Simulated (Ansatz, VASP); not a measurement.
Two plane-wave programs on Zn2Cd3Se5

```
CELL_PARAMETERS angstrom
0.00000 -4.23050 0.00000
4.23050 0.00000 0.00000
-2.11525 2.11525 15.15741
ATOMIC_POSITIONS crystal
Zn 0.90172 0.90172 0.80344
Zn 0.09828 0.09828 0.19656
Cd 0.69658 0.69658 0.39315
Cd 0.30343 0.30343 0.60685
Cd 0.50000 0.50000 0.00000
Se 0.25000 0.75000 0.50000
Se 0.85711 0.35711 0.71422
Se 0.44633 0.94633 0.89266
Se 0.05367 0.55367 0.10734
Se 0.64289 0.14289 0.28578
```

Alike in both runs: task single point; functional PBE; k mesh 4 × 4 × 4; occupations gaussian, width 0.1 eV; no spin polarisation.

```csv
,VASP,Ansatz
version,VASP 6.6.1,Ansatz 0.2.0
potentials or method,"VASP PAW PBE potentials, release 64 (Zn, Cd, Se), cutoff 520 eV","scalar-relativistic, plane waves, PAW"
valence electrons in the cell,90,164
```

```csv
,VASP,Ansatz,Ansatz less VASP
gap on the k mesh at the Fermi level (eV),0.64,0.64,0.000
least direct gap on the mesh (eV),0.64,0.64,0.000
pressure (GPa),0.3,0.1,-0.24
"traceless stress, the component that is largest in VASP (GPa)",-0.17,-0.18,-0.006
rms of the force components (eV/Å),0.008,0.002,-0.0055
```

Atom by atom the forces differ by 0.006 eV/Å (rms over components). VASP's potentials hold 90 valence electrons a cell and Ansatz's 164, so a difference there can come from the potentials and not from the codes.
